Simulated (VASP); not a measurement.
# Li16C (a cell with a defect) in VASP: a series of runs

Runs on Li16C (a cell with a defect). Level: PBE. Tasks: single point.

Everything below comes from runs of VASP 6.6.1. Logs are shortened: lines on timing, memory, paths and dates and some standing lists are left out, and cuts for length are marked.

## Step 1: The cell of the first run

The cell holds a defect, 17 atoms: a = 6.980 Å, b = 6.980 Å, c = 6.980 Å, α = 90.00°, β = 90.00°, γ = 90.00°.

## Step 2: Single point, PBE

Contents of INCAR:

```
SYSTEM = Li16C
PREC = Accurate
ENCUT = 520
EDIFF = 1E-7
ISMEAR = -1
SIGMA = 0.15
LREAL = Auto
LASPH = .True.
NELM = 60
ALGO = Normal
ISIF = 2
LWAVE = .False.
LCHARG = .False.
GGA = PE
NBANDS = 40
```

Contents of KPOINTS:

```
Automatic mesh
0
Gamma
  3 3 3
  0 0 0
```

Contents of POSCAR:

```
Li16C
1.0
    6.9800000000      0.0000000000      0.0000000000
    0.0000000000      6.9800000000      0.0000000000
    0.0000000000      0.0000000000      6.9800000000
Li C
16 1
Direct
   -0.0319649424      0.0256739305     -0.0003595949
    0.5324935623      0.0249437995     -0.0003665884
    0.0359644716      0.4592030516     -0.0000861392
   -0.0289409633     -0.0327718270      0.4999324967
    0.2507136460      0.1546084723      0.3080226617
    0.4649308535      0.4592313095     -0.0000844045
    0.5307114494     -0.0326905678      0.4999330832
    0.7502527669      0.2915164045      0.2847910945
    0.0580701619      0.5950902912      0.4997340401
    0.2501218983      0.7838967020      0.2201008508
    0.2507023501      0.1552200921      0.6918395314
    0.4420358934      0.5966817061      0.4997305815
    0.7508048759      0.7252757058      0.2177810215
    0.7502590014      0.2915579699      0.7148298850
    0.2501180463      0.7838497018      0.7793239489
    0.7508044818      0.7249946745      0.7819953568
    0.2509170470      0.8759395835      0.4997152748
```

Potentials or basis: VASP PAW PBE potentials, release 64 (Li_sv, C).

On the command line:

```console
cat potpaw_PBE.64/Li_sv/POTCAR potpaw_PBE.64/C/POTCAR > POTCAR
mpirun -np 1 vasp_std > vasp.out
```

OUTCAR:

```text
SYSTEM = Li16C
   PREC = Accurate
   ENCUT = 520
   EDIFF = 1E-7
   ISMEAR = -1
   LREAL = Auto
   LASPH = .True.
   NELM = 60
   ISIF = 2
   GGA = PE

 ion  position               nearest neighbor table
   1  0.968  0.026  1.000-
   2  0.532  0.025  1.000-
   3  0.036  0.459  1.000-
   4  0.971  0.967  0.500-  17 2.05
   5  0.251  0.155  0.308-
   6  0.465  0.459  1.000-
   7  0.531  0.967  0.500-  17 2.05
   8  0.750  0.292  0.285-
   9  0.058  0.595  0.500-
  10  0.250  0.784  0.220-  17 2.05
  11  0.251  0.155  0.692-
  12  0.442  0.597  0.500-
  13  0.751  0.725  0.218-
  14  0.750  0.292  0.715-
  15  0.250  0.784  0.779-  17 2.05
  16  0.751  0.725  0.782-
  17  0.251  0.876  0.500-   7 2.05   4 2.05  10 2.05  15 2.05

  LATTYP: Found a simple cubic cell.
 ALAT       =     6.9800000000

  Lattice vectors:

 A1 = (   6.9800000000,   0.0000000000,   0.0000000000)
 A2 = (   0.0000000000,   6.9800000000,   0.0000000000)
 A3 = (   0.0000000000,   0.0000000000,   6.9800000000)

Analysis of symmetry for initial positions (statically):
=====================================================================
 Subroutine PRICEL returns:
 Original cell was already a primitive cell.

 Routine SETGRP: Setting up the symmetry group for a
 simple cubic supercell.

 Subroutine GETGRP returns: Found  1 space group operations
 (whereof  1 operations were pure point group operations)
 out of a pool of 48 trial point group operations.

The static configuration has the point symmetry C_1 .

Analysis of symmetry for dynamics (positions and initial velocities):
=====================================================================
 Subroutine PRICEL returns:
 Original cell was already a primitive cell.

 Routine SETGRP: Setting up the symmetry group for a
 simple cubic supercell.

 Subroutine GETGRP returns: Found  1 space group operations
 (whereof  1 operations were pure point group operations)
 out of a pool of 48 trial point group operations.

The dynamic configuration has the point symmetry C_1 .

 Subroutine INISYM returns: Found  1 space group operations
 (whereof  1 operations are pure point group operations),
 and found     1 'primitive' translations

----------------------------------------------------------------------------------------

                                     Primitive cell

  volume of cell :     340.0684

  direct lattice vectors                    reciprocal lattice vectors
     6.980000000  0.000000000  0.000000000     0.143266476  0.000000000  0.000000000
     0.000000000  6.980000000  0.000000000     0.000000000  0.143266476  0.000000000
     0.000000000  0.000000000  6.980000000     0.000000000  0.000000000  0.143266476

  length of vectors
     6.980000000  6.980000000  6.980000000     0.143266476  0.143266476  0.143266476

  position of ions in fractional coordinates (direct lattice)
     0.968035058  0.025673930  0.999640405
     0.532493562  0.024943800  0.999633412
     0.035964472  0.459203052  0.999913861
     0.971059037  0.967228173  0.499932497
     0.250713646  0.154608472  0.308022662
     0.464930854  0.459231309  0.999915595
[... 9 lines left out ...]
     0.750804482  0.724994675  0.781995357
     0.250917047  0.875939583  0.499715275

  ion indices of the primitive-cell ions
   primitive index   ion index
                 1           1
                 2           2
                 3           3
                 4           4
                 5           5
                 6           6
[... 9 lines left out ...]
                16          16
                17          17

----------------------------------------------------------------------------------------

 KPOINTS: Automatic mesh

Automatic generation of k-mesh.
 Grid dimensions read from file:
 generate k-points for:    3    3    3

 Generating k-lattice:

  Cartesian coordinates                     Fractional coordinates (reciprocal lattice)
     0.047755492  0.000000000  0.000000000     0.333333333  0.000000000  0.000000000
     0.000000000  0.047755492  0.000000000     0.000000000  0.333333333  0.000000000
     0.000000000  0.000000000  0.047755492     0.000000000  0.000000000  0.333333333

  Length of vectors
     0.047755492  0.047755492  0.047755492

  Shift w.r.t. Gamma in fractional coordinates (k-lattice)
     0.000000000  0.000000000  0.000000000

 Subroutine IBZKPT returns following result:
 ===========================================

 Found     14 irreducible k-points:

 Following reciprocal coordinates:
            Coordinates               Weight
  0.000000  0.000000  0.000000      1.000000
  0.333333  0.000000  0.000000      2.000000
  0.000000  0.333333  0.000000      2.000000
  0.000000  0.000000  0.333333      2.000000
  0.333333  0.333333  0.000000      2.000000
  0.000000  0.333333  0.333333      2.000000
  0.333333  0.000000  0.333333      2.000000
 -0.333333  0.333333  0.000000      2.000000
 -0.333333  0.000000  0.333333      2.000000
  0.000000 -0.333333  0.333333      2.000000
  0.333333  0.333333  0.333333      2.000000
 -0.333333  0.333333  0.333333      2.000000
 -0.333333 -0.333333  0.333333      2.000000
  0.333333 -0.333333  0.333333      2.000000
   k-points           NKPTS =     14   k-points in BZ     NKDIM =     14   number of bands    NBANDS=     40
   number of dos      NEDOS =    301   number of ions     NIONS =     17
   total plane-waves  NPLWV = 157464
   dimension x,y,z NGX =    54 NGY =   54 NGZ =   54
   dimension x,y,z NGXF=   108 NGYF=  108 NGZF=  108
   ions per type =              16   1
   NGX,Y,Z   is equivalent  to a cutoff of  12.86, 12.86, 12.86 a.u.
   NGXF,Y,Z  is equivalent  to a cutoff of  25.72, 25.72, 25.72 a.u.
 SYSTEM =  Li16C
   PREC   = accura    normal or accurate (medium, high low for compatibility)
   ISTART =      0    job   : 0-new  1-cont  2-samecut
   ICHARG =      2    charge: 1-file 2-atom 10-const
   ISPIN  =      1    spin polarized calculation?
   LNONCOLLINEAR =      F non collinear calculations
   LSORBIT =      F    spin-orbit coupling
   LASPH  =      T    aspherical Exc in radial PAW
   ENCUT  =  520.0 eV  38.22 Ry    6.18 a.u.  12.98 12.98 12.98*2*pi/ulx,y,z
   NELM   =     60;   NELMIN=  2; NELMDL= -5     # of ELM steps
   EDIFF  = 0.1E-06   stopping-criterion for ELM
   LREAL  =      T    real-space projection
   EDIFFG = 0.1E-05   stopping-criterion for IOM
   NSW    =      0    number of steps for IOM
   IBRION =     -1    ionic relax: 0-MD 1-quasi-New 2-CG
   NFREE  =      0    steps in history (QN), initial steepest desc. (CG)
   ISIF   =      2    stress and relaxation
   ISYM   =      2    0-nonsym 1-usesym 2-fastsym
   POTIM  = 0.5000    time-step for ionic-motion
   TEBEG  =    0.0;   TEEND  =   0.0 temperature during run
   PSTRESS=    0.0 pullay stress
   NELECT =      52.0000    total number of electrons
   NUPDOWN=      -1.0000    fix difference up-down
   EMIN   =  10.00;   EMAX   =-10.00  energy-range for DOS
   EFERMI =   0.00;   METHOD = LEGACY
   ISMEAR =    -1;   SIGMA  =   0.15  broadening in eV -4-tet -1-fermi 0-gaus
   EFERMI_NEDOS =   21; number of points for ismear=-14 and -15
   IALGO  =     38    algorithm
   IMIX   =      4    mixing-type and parameters
     AMIX     =   0.40;   BMIX     =  1.00
     AMIX_MAG =   1.60;   BMIX_MAG =  1.00
  volume/ion in A,a.u.               =      20.00       134.99
  Fermi-wavevector in a.u.,A,eV,Ry     =   0.875428  1.654319 10.427158  0.766374
  Thomas-Fermi vector in A             =   1.995098
   LORBIT       =      0    0 simple, 1 ext, 2 COOP (PROOUT), +10 PAW based schemes
   GGA     = PE    functional components
   LHFCALC =     F    Hartree Fock is set to
   AEXX    =    0.0000 exact exchange contribution
   IVDW    =     0    specifies the selected vdW correction
   LEPSILON=     F    determine dielectric tensor
   LRPA    =     F    only Hartree local field effects (RPA)
 non-spin polarized calculation
  energy-cutoff  :      520.00
  volume of cell :      340.07
 maximum number of plane-waves:      9180
 NGX is ok and might be reduce to    54
   NGX = 25   NGY = 25   NGZ = 25

 number of electron      51.9999991 magnetization

 Free energy of the ion-electron system (eV)
  ---------------------------------------------------
  ext. energy  EPLUGINS =         0.00000000
  ---------------------------------------------------
  free energy    TOTEN  =       -38.21986120 eV

  energy without entropy =      -37.65239633  energy(sigma->0) =      -37.93612876

 E-fermi :   0.4659     XC(G=0):  -7.0288

 val. band max:        0.4645295897   @ k =   0.0000   0.3333   0.0000
 cond. band min:       0.5172360720   @ k =   0.0000   0.0000   0.0000
 fundamental gap:      0.0527064823
 Fermi energy:         0.4659390627

 k-point     1 :       0.0000    0.0000    0.0000
  band No.  band energies     occupation
      1     -46.1917      2.00000
      2     -46.1833      2.00000
      3     -46.1829      2.00000
      4     -46.1826      2.00000
      5     -46.1821      2.00000
      6     -46.1788      2.00000
[... 30 lines left out ...]
     37       3.8372      0.00000
     38       3.9274      0.00000

 k-point     2 :       0.3333    0.0000    0.0000
  band No.  band energies     occupation
      1     -46.1914      2.00000
      2     -46.1836      2.00000
      3     -46.1829      2.00000
      4     -46.1823      2.00000
      5     -46.1820      2.00000
      6     -46.1797      2.00000
[... 30 lines left out ...]
     37       3.7082      0.00000
     38       3.9301      0.00000
[... 449 lines left out ...]
     37       4.0061      0.00000
     38       4.4238      0.00000

 k-point    14 :       0.3333   -0.3333    0.3333
  band No.  band energies     occupation
      1     -46.1901      2.00000
      2     -46.1854      2.00000
      3     -46.1835      2.00000
      4     -46.1830      2.00000
      5     -46.1806      2.00000
      6     -46.1803      2.00000
[... 30 lines left out ...]
     37       4.0086      0.00000
     38       4.4217      0.00000
 [bands above 38 left out]

------------------------ aborting loop because EDIFF is reached ----------------------------------------

  FORCE on cell =-STRESS in cart. coord.  units (eV):
  Direction    XX          YY          ZZ          XY          YZ          ZX
  --------------------------------------------------------------------------------------
  -------------------------------------------------------------------------------------
  Total       -1.4011530     -3.7808509     -1.4359012      0.0044304      0.0008599     -0.0000872
  in kB       -6.6013064    -17.8128688     -6.7650166      0.0208733      0.0040514     -0.0004109
  external PRESSURE =     -10.3930639 kB  Pullay stress =       0.0000000 kB

 VOLUME and BASIS-vectors are now :
 -----------------------------------------------------------------------------
  energy-cutoff  :      520.00
  volume of cell :      340.07
      direct lattice vectors                 reciprocal lattice vectors
     6.980000000  0.000000000  0.000000000     0.143266476  0.000000000  0.000000000
     0.000000000  6.980000000  0.000000000     0.000000000  0.143266476  0.000000000
     0.000000000  0.000000000  6.980000000     0.000000000  0.000000000  0.143266476

 POSITION                                       TOTAL-FORCE (eV/Angst)
 -----------------------------------------------------------------------------------
      6.75688      0.17920      6.97749        -0.000845      0.007973      0.000543
      3.71681      0.17411      6.97744         0.002205      0.009872      0.000253
      0.25103      3.20524      6.97940         0.002830     -0.003512     -0.000115
      6.77799      6.75125      3.48953        -0.020559      0.003668     -0.000025
      1.74998      1.07917      2.15000        -0.000208      0.004321     -0.009857
      3.24522      3.20543      6.97941        -0.001773     -0.001473      0.000449
[... 9 lines left out ...]
      5.24062      5.06046      5.45833        -0.002497     -0.008751     -0.002146
      1.75140      6.11406      3.48801        -0.001706     -0.009645     -0.000018
 -----------------------------------------------------------------------------------
    total drift:                               -0.002731     -0.011887     -0.000485

  FREE ENERGIE OF THE ION-ELECTRON SYSTEM (eV)
  ---------------------------------------------------
  free  energy   TOTEN  =       -38.2198612007 eV

  energy  without entropy=      -37.6523963284  energy(sigma->0) =      -37.93612876
```

It took 18 min on 1 thread of AMD EPYC, shared host; peak memory 0.39 GiB.

What came out:

| Item | Value |
| --- | --- |
| Free energy | -38.2199 eV |
| Largest force | 0.021 eV/Å |
| Band gap on the k mesh | zero (bands 26 and 27 overlap by 0.19 eV) |

Forces on the atoms (eV/Å):
```
Li  -0.001  0.008  0.001
Li   0.002  0.010  0.000
Li   0.003 -0.004  0.000
Li  -0.021  0.004  0.000
Li   0.000  0.004 -0.010
Li  -0.002 -0.001  0.000
Li   0.016  0.005  0.000
Li   0.002  0.011  0.000
Li  -0.010  0.000 -0.001
Li   0.000 -0.008 -0.012
Li   0.001 -0.002  0.008
Li   0.016 -0.005  0.000
Li  -0.003 -0.008  0.001
Li   0.001  0.011 -0.001
Li   0.000 -0.006  0.015
Li  -0.002 -0.009 -0.002
C   -0.002 -0.010  0.000
```

Caveat: the cutoff is under 1.25 times the usual one of these potentials, so pressure, stress and relaxed cells hold a basis-set (Pulay) error.

## Step 3: Single point, PBE

Contents of INCAR:

```
ALGO = Normal ; EDIFF = 1E-7
ENCUT = 520 ; GGA = PE
ISIF = 2 ; ISMEAR = -1
LASPH = True ; LCHARG = False
LREAL = Auto ; LWAVE = False
NBANDS = 40 ; NELM = 100
PREC = Accurate ; SIGMA = 0.15
```

Contents of KPOINTS:

```
k-points
0
Gamma
  3 3 3
```

Contents of POSCAR:

```
Li16C
1.0
    6.9800000000      0.0000000000      0.0000000000
    0.0000000000      6.9800000000      0.0000000000
    0.0000000000      0.0000000000      6.9800000000
Li C
16 1
Direct
    0.0576271514      0.0000904995      0.0961840482
    0.4424458443      0.0000902759      0.0961806728
    0.0356537108      0.5001005119     -0.0424322743
   -0.0300625803      0.0001067898      0.4669070787
    0.2500301180      0.2802067968      0.2831699377
    0.4644115511      0.5001005261     -0.0424315947
    0.5301190421      0.0001072236      0.4669003398
    0.7500354270      0.2830855253      0.2239763495
   -0.0329323597      0.5001239816      0.5261247330
    0.2500297457      0.7199839571      0.2831488789
    0.2500283173      0.1925277971      0.6538888241
    0.5329982753      0.5001239064      0.5261203674
    0.7500354434      0.7171356081      0.2239562027
    0.7500305123      0.2144704176      0.7924970233
    0.2500286274      0.8077391549      0.6538971726
    0.7500304294      0.7857483656      0.7924908575
    0.2500287845      1.0000988426      0.3750011028
```

Potentials or basis: VASP PAW PBE potentials, release 64 (Li_sv, C).

On the command line:

```console
cat potpaw_PBE.64/Li_sv/POTCAR potpaw_PBE.64/C/POTCAR > POTCAR
mpirun -np 1 vasp_std > vasp.out
```

Wall time 13 min (1 thread of AMD EPYC, shared host); peak memory 0.39 GiB.

The run converged. Its results:

| Item | Value |
| --- | --- |
| Free energy | -38.2204 eV |
| Largest force | 0.013 eV/Å |
| Band gap on the k mesh | zero (bands 26 and 27 overlap by 0.18 eV) |

Forces in eV/Å, atoms in the order of the input:
```
Li  -0.002  0.000 -0.006
Li   0.002  0.000 -0.006
Li   0.001  0.001  0.002
Li  -0.012  0.001  0.003
Li   0.000  0.002 -0.007
Li  -0.002  0.001  0.003
Li   0.012  0.001  0.003
Li   0.000 -0.002  0.000
Li   0.001  0.000  0.000
Li   0.000 -0.005 -0.006
Li   0.000 -0.003  0.001
Li  -0.002  0.000  0.000
Li   0.000  0.003  0.001
Li   0.000  0.001  0.005
Li   0.000  0.001  0.002
Li   0.000 -0.001  0.004
C    0.000  0.001  0.001
```

Levels at points of the mesh, in eV from the Fermi level:
```csv
k point,band 23,band 24,band 25,band 26,band 27,band 28,band 29,band 30
"(0.00, 0.00, 0.00)",-0.90,-0.40,-0.25,0.05,0.05,0.49,0.58,0.99
```

Caveat: the cutoff is under 1.25 times the usual one of these potentials, so pressure, stress and relaxed cells hold a basis-set (Pulay) error.
